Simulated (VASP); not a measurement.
YSn3, 4 atoms in the cell. It takes space group P4/mmm (No. 123, tetragonal). Conventional cell: a = 4.601 Å, b = 4.601 Å, c = 4.675 Å, α = 90.00°, β = 90.00°, γ = 90.00°. Y (site symmetry 4/mmm) has 12 Sn at 3.25 to 3.28 Å within 4.3 Å. Sn (site symmetry mmm) has 8 Sn at 3.25 to 3.28 Å and 4 Y at 3.28 Å within 4.3 Å. Sn (site symmetry 4/mmm) has 4 Y at 3.25 Å and 8 Sn at 3.28 Å within 4.3 Å.  This cell differs from its parent crystal: biaxial strain in the a-b plane: -1.0 %.

```yaml
Program: VASP 6.6.1
Task: single point
Functional: PBEsol
Potentials_or_basis: VASP PAW PBE potentials, release 64 (Y_sv, Sn_d)
Cutoff: 520 eV
k_mesh: 12 × 12 × 12
Occupations: gaussian, width 0.1 eV
Spin: no spin polarisation
Dipole_correction: no
Further_INCAR_settings: ALGO = Fast; EDIFF = 1e-06; NBANDS = 34
```

Potentials or basis: VASP PAW PBE potentials, release 64 (Y_sv, Sn_d).

Command:

```bash
$ cat potpaw_PBE.64/Y_sv/POTCAR potpaw_PBE.64/Sn_d/POTCAR > POTCAR
$ mpirun -np 1 vasp_std > vasp.out
```

Hardware: 1 thread of Intel(R) Xeon(R) Platinum 8259CL CPU @ 2.50GHz (Skylake/Cascade Lake), on a shared host.

How long does it take, and how much memory?

Run time: 16 min on 1 thread of Intel(R) Xeon(R) Platinum 8259CL CPU @ 2.50GHz (Skylake/Cascade Lake) (shared host), peak memory 0.66 GiB. Counts: scf iterations 30, k points 196.
